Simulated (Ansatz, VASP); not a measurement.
**Two plane-wave programs on Ga6GeTe**

```xyz
8
Lattice="4.6157 0.0000 0.0000 -2.3079 3.9973 0.0000 0.0000 0.0000 9.2861" Properties=species:S:1:pos:R:3 pbc="T T T"
Ga    2.3079    1.3324    0.0000
Ga    0.0000    2.6649    1.7341
Ga    0.0000    2.6649    7.5520
Ga    2.3079    1.3324    6.7740
Ga    2.3079    1.3324    2.5121
Ga    0.0000    0.0000    0.0000
Ge    0.0000    2.6649    4.6430
Te    0.0000    0.0000    4.6430
```

Alike in both runs: task relaxation of cell and atoms; functional PBE; k mesh 4 × 4 × 2; occupations gaussian, width 0.2 eV; no spin polarisation.

```csv
,VASP,Ansatz
version,VASP 6.6.1,Ansatz 0.2.0
potentials or method,"VASP PAW PBE potentials, release 64 (Ga_d, Ge_d, Te), cutoff 600 eV","scalar-relativistic, plane waves, PAW"
valence electrons in the cell,98,108
```

```csv
,VASP,Ansatz,Ansatz less VASP
"gap on the k mesh at the Fermi level, each at its own relaxed structure (eV)",none,none,-
relaxed volume (Å³/atom),22.48,22.49,+0.004
relaxed length of the cell vector where the two differ most in proportion (Å),8.816,8.812,-0.0047
```

A gap of «none» marks a metal or a gap that the smearing closes. VASP's potentials hold 98 valence electrons a cell and Ansatz's 108, so a difference there can come from the potentials and not from the codes.

The k mesh is coarse, so the values compare programs but aren't converged. Neither program's run includes spin-orbit coupling.
